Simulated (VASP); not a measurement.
# MgI2 (P-3m1) in VASP: further runs, part 2 of 2

VASP 6.6.1.

## 3. Single point, PBE

This run uses another cell than the first one, of 40.55 Å³/atom, 1.016 times its volume.

Input file INCAR:

```
SYSTEM = MgI2
  PREC = Accurate
  ENCUT = 520
  EDIFF = 1E-6
  ISMEAR = 0
  SIGMA = 0.05
  LREAL = .False.
  LASPH = .True.
  NELM = 80
  ALGO = Normal
  ISIF = 2
  LWAVE = .False.
  LCHARG = .False.
  GGA = PE
  NBANDS = 15
```

Input file KPOINTS:

```
Automatic mesh
0
Gamma
  6 6 4
  0 0 0
```

Input file POSCAR:

```
MgI2
1.0
    4.2295124603      0.0000000000      0.0000000000
   -2.1147562301      3.6628652362      0.0000000000
    0.0000000000      0.0000000000      7.8531465561
Mg I
1 2
Direct
    0.0000000000      0.0000000000      0.0000000000
    0.3333333333      0.6666666667      0.7781860196
    0.6666666667      0.3333333333      0.2218139804
```

Potentials or basis: VASP PAW PBE potentials, release 64 (Mg, I).

Run with:

```sh
cat potpaw_PBE.64/Mg/POTCAR potpaw_PBE.64/I/POTCAR > POTCAR
mpirun -np 1 vasp_std > vasp.out
```

OUTCAR:

```text
SYSTEM = MgI2
   PREC = Accurate
   ENCUT = 520
   EDIFF = 1E-6
   ISMEAR = 0
   LREAL = .False.
   LASPH = .True.
   NELM = 80
   ISIF = 2
   GGA = PE

 ion  position               nearest neighbor table
   1  0.000  0.000  0.000-   2 3.00   3 3.00   2 3.00   3 3.00   3 3.00   2 3.00
   2  0.333  0.667  0.778-   1 3.00   1 3.00   1 3.00
   3  0.667  0.333  0.222-   1 3.00   1 3.00   1 3.00

  LATTYP: Found a hexagonal cell.
 ALAT       =     4.2295124603
 C/A-ratio  =     1.8567498334

  Lattice vectors:

 A1 = (   4.2295124603,   0.0000000000,   0.0000000000)
 A2 = (  -2.1147562301,   3.6628652362,   0.0000000000)
 A3 = (   0.0000000000,   0.0000000000,   7.8531465561)

Analysis of symmetry for initial positions (statically):
[... 33 lines left out ...]
                                     Primitive cell

  volume of cell :     121.6620

  direct lattice vectors                    reciprocal lattice vectors
     4.229512460  0.000000000  0.000000000     0.236433870  0.136505159  0.000000000
    -2.114756230  3.662865236  0.000000000     0.000000000  0.273010317  0.000000000
     0.000000000  0.000000000  7.853146556     0.000000000  0.000000000  0.127337494

  length of vectors
     4.229512460  4.229512460  7.853146556     0.273010317  0.273010317  0.127337494

  position of ions in fractional coordinates (direct lattice)
     0.000000000  0.000000000  0.000000000
     0.333333333  0.666666667  0.778186020
     0.666666667  0.333333333  0.221813980

  ion indices of the primitive-cell ions
   primitive index   ion index
                 1           1
                 2           2
                 3           3

----------------------------------------------------------------------------------------

 KPOINTS: Automatic mesh

Automatic generation of k-mesh.
 Grid dimensions read from file:
 generate k-points for:    6    6    4

 Generating k-lattice:

  Cartesian coordinates                     Fractional coordinates (reciprocal lattice)
     0.039405645  0.022750860  0.000000000     0.166666667  0.000000000  0.000000000
     0.000000000  0.045501720  0.000000000     0.000000000  0.166666667  0.000000000
     0.000000000  0.000000000  0.031834373     0.000000000  0.000000000  0.250000000

  Length of vectors
     0.045501720  0.045501720  0.031834373

  Shift w.r.t. Gamma in fractional coordinates (k-lattice)
[... 9 lines left out ...]
  0.000000  0.000000  0.000000      1.000000
  0.166667  0.000000  0.000000      6.000000
  0.333333  0.000000  0.000000      6.000000
  0.500000  0.000000  0.000000      3.000000
  0.166667  0.166667  0.000000      6.000000
  0.333333  0.166667  0.000000     12.000000
[... 22 lines left out ...]
   dimension x,y,z NGXF=    64 NGYF=   64 NGZF=  120
   ions per type =               1   2
   NGX,Y,Z   is equivalent  to a cutoff of  12.58, 12.58, 12.70 a.u.
   NGXF,Y,Z  is equivalent  to a cutoff of  25.16, 25.16, 25.40 a.u.
 SYSTEM =  MgI2
   PREC   = accura    normal or accurate (medium, high low for compatibility)
   ISTART =      0    job   : 0-new  1-cont  2-samecut
   ICHARG =      2    charge: 1-file 2-atom 10-const
   ISPIN  =      1    spin polarized calculation?
   LNONCOLLINEAR =      F non collinear calculations
   LSORBIT =      F    spin-orbit coupling
   LASPH  =      T    aspherical Exc in radial PAW
   ENCUT  =  520.0 eV  38.22 Ry    6.18 a.u.   7.86  7.86 14.60*2*pi/ulx,y,z
   NELM   =     80;   NELMIN=  2; NELMDL= -5     # of ELM steps
   EDIFF  = 0.1E-05   stopping-criterion for ELM
   LREAL  =      F    real-space projection
   EDIFFG = 0.1E-04   stopping-criterion for IOM
   NSW    =      0    number of steps for IOM
   IBRION =     -1    ionic relax: 0-MD 1-quasi-New 2-CG
[... 14 lines left out ...]
     AMIX     =   0.40;   BMIX     =  1.00
     AMIX_MAG =   1.60;   BMIX_MAG =  1.00
  volume/ion in A,a.u.               =      40.55       273.67
  Fermi-wavevector in a.u.,A,eV,Ry     =   0.832524  1.573241  9.430135  0.693095
  Thomas-Fermi vector in A             =   1.945594
   LORBIT       =      0    0 simple, 1 ext, 2 COOP (PROOUT), +10 PAW based schemes
   GGA     = PE    functional components
[... 6 lines left out ...]
 Gauss-broadening in eV      SIGMA  =   0.05
  energy-cutoff  :      520.00
  volume of cell :      121.66
 maximum number of plane-waves:      3312
   NGX = 15   NGY = 15   NGZ = 29

 number of electron      16.0000000 magnetization

 Free energy of the ion-electron system (eV)
  ---------------------------------------------------
  ext. energy  EPLUGINS =         0.00000000
  ---------------------------------------------------
  free energy    TOTEN  =        -7.70966530 eV

  energy without entropy =       -7.70966530  energy(sigma->0) =       -7.70966530

 E-fermi :   1.1205     XC(G=0):  -7.4169

 val. band max:        0.8593840743   @ k =   0.0000   0.0000   0.0000
 cond. band min:       4.3118215239   @ k =   0.5000   0.0000   0.5000
 fundamental gap:      3.4524374497
 Fermi energy:         1.1204863674

 k-point     1 :       0.0000    0.0000    0.0000
  band No.  band energies     occupation
      1     -10.8003      2.00000
      2     -10.3555      2.00000
      3      -2.1350      2.00000
      4       0.4838      2.00000
      5       0.6210      2.00000
      6       0.6210      2.00000
      7       0.8594      2.00000
      8       0.8594      2.00000
      9       4.3423      0.00000
     10       5.7485      0.00000
     11       7.5538      0.00000
     12       7.5538      0.00000
     13       7.8210      0.00000
     14       9.0371      0.00000
     15       9.0371      0.00000

 k-point     2 :       0.1667    0.0000    0.0000
  band No.  band energies     occupation
      1     -10.6836      2.00000
      2     -10.2854      2.00000
      3      -1.9985      2.00000
      4      -0.2891      2.00000
      5       0.1137      2.00000
      6       0.3561      2.00000
      7       0.4972      2.00000
      8       0.7861      2.00000
      9       5.0799      0.00000
     10       6.2797      0.00000
     11       6.9827      0.00000
     12       7.8907      0.00000
     13       8.0105      0.00000
     14       8.8999      0.00000
     15       9.2071      0.00000

 k-point     3 :       0.3333    0.0000    0.0000
  band No.  band energies     occupation
      1     -10.4139      2.00000
      2     -10.1524      2.00000
      3      -1.9990      2.00000
      4      -1.3844      2.00000
      5      -0.6738      2.00000
      6      -0.0305      2.00000
      7       0.3674      2.00000
      8       0.5701      2.00000
      9       4.8197      0.00000
     10       6.2098      0.00000
     11       6.9020      0.00000
     12       7.9471      0.00000
     13       8.0221      0.00000
     14       8.7876      0.00000
     15       9.7765      0.00000
[... 343 lines left out ...]
 k-point    23 :       0.3333    0.1667    0.5000
  band No.  band energies     occupation
      1     -10.2350      2.00000
      2     -10.1150      2.00000
      3      -2.1577      2.00000
      4      -1.6053      2.00000
      5      -0.7571      2.00000
      6      -0.4261      2.00000
      7       0.1086      2.00000
      8       0.3084      2.00000
      9       4.9093      0.00000
     10       6.4851      0.00000
     11       7.0725      0.00000
     12       7.7159      0.00000
     13       7.8163      0.00000
     14       9.2422      0.00000
     15       9.9357      0.00000

 k-point    24 :       0.3333    0.3333    0.5000
  band No.  band energies     occupation
      1     -10.1188      2.00000
      2     -10.1188      2.00000
      3      -1.9874      2.00000
      4      -1.3963      2.00000
      5      -1.3963      2.00000
      6      -0.9675      2.00000
      7       0.2110      2.00000
      8       0.2110      2.00000
      9       5.1689      0.00000
     10       6.7078      0.00000
     11       6.7078      0.00000
     12       8.2657      0.00000
     13       9.1196      0.00000
     14       9.2960      0.00000
     15       9.5732      0.00000

------------------------ aborting loop because EDIFF is reached ----------------------------------------

  FORCE on cell =-STRESS in cart. coord.  units (eV):
  Direction    XX          YY          ZZ          XY          YZ          ZX
  --------------------------------------------------------------------------------------
  -------------------------------------------------------------------------------------
  Total       -0.6793874     -0.6793874     -1.1924147     -0.0000000      0.0000000      0.0000000
  in kB       -8.9469116     -8.9469116    -15.7030111     -0.0000000      0.0000000      0.0000000
  external PRESSURE =     -11.1989448 kB  Pullay stress =       0.0000000 kB

 VOLUME and BASIS-vectors are now :
 -----------------------------------------------------------------------------
  energy-cutoff  :      520.00
  volume of cell :      121.66
      direct lattice vectors                 reciprocal lattice vectors
     4.229512460  0.000000000  0.000000000     0.236433870  0.136505159  0.000000000
    -2.114756230  3.662865236  0.000000000     0.000000000  0.273010317  0.000000000
     0.000000000  0.000000000  7.853146556     0.000000000  0.000000000  0.127337494

 POSITION                                       TOTAL-FORCE (eV/Angst)
 -----------------------------------------------------------------------------------
      0.00000      0.00000      0.00000         0.000000      0.000000      0.000000
     -0.00000      2.44191      6.11121         0.000000      0.000000      0.348663
      2.11476      1.22096      1.74194        -0.000000     -0.000000     -0.348663
 -----------------------------------------------------------------------------------
    total drift:                               -0.000000      0.000000     -0.000000

  FREE ENERGIE OF THE ION-ELECTRON SYSTEM (eV)
  ---------------------------------------------------
  free  energy   TOTEN  =        -7.7096653025 eV

  energy  without entropy=       -7.7096653025  energy(sigma->0) =       -7.70966530
```

It took 17 s on 1 thread of AMD EPYC 9R45 (Zen 5), shared host; peak memory 0.22 GiB.

Results:

* Free energy: -7.7097 eV
* Pressure: -1.1 GPa
* Largest force: 0.349 eV/Å
* Band gap on the k mesh: 3.45 eV, indirect (least direct gap 3.48 eV)

Forces in eV/Å, atoms in the order of the input:
```
Mg   0.000  0.000  0.000
I    0.000  0.000  0.349
I    0.000  0.000 -0.349
```

Caveat: spin-orbit coupling is left out, which moves the levels of the heavy elements; this functional lacks dispersion, which binds the layers, so the pressure and a relaxed spacing across them are unreliable. A k mesh can miss the band edges.
